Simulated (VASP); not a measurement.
**InSe: single point with PBE+D3(BJ)**

System: InSe, a slab with vacuum.

```
Se In
1.0
     4.02700    0.00000    0.00000
    -2.01350    3.48748    0.00000
     0.00000    0.00000   36.71996
Se In
2 2
Direct
  0.00000 0.00000 0.42983
  0.00000 0.00000 0.57014
  0.66667 0.33333 0.46358
  0.66667 0.33333 0.53639
```

- Program: VASP 6.6.1
- Task: single point
- Functional: PBE
- Dispersion: D3(BJ)
- Potentials or basis: VASP PAW PBE potentials, release 64 (Se, In_d)
- Cutoff: 520 eV
- k mesh: 9 × 9 × 1
- Occupations: gaussian, width 0.02 eV
- Spin: no spin polarisation
- Dipole correction: yes
- Further INCAR settings: ALGO = Normal; EDIFF = 1e-07; NBANDS = 27

* Largest force: 0.409 eV/Å
* Band gap on the k mesh: 1.54 eV (least direct gap 1.61 eV)
* Dispersion energy per atom: -0.228 eV

Forces on the atoms (eV/Å):
```
Se   0.000  0.000 -0.409
Se   0.000  0.000  0.409
In   0.000  0.000 -0.380
In   0.000  0.000  0.380
```

Levels at points of the mesh, in eV from the valence-band top:
```
           k point  band 15  band 16  band 17  band 18  band 19  band 20  band 21  band 22  band 23  band 24
(0.00, 0.00, 0.00)    -0.67    -0.67    -0.57    -0.57    -0.07     1.54     2.71     4.81     4.81     5.49
```

It took 5.5 min on 1 thread of Intel(R) Xeon(R) Platinum 8375C CPU @ 2.90GHz (Ice Lake), with other jobs on the host, peak memory 0.6 GiB.

Caveat: spin-orbit coupling is left out, which moves the levels of the heavy elements.
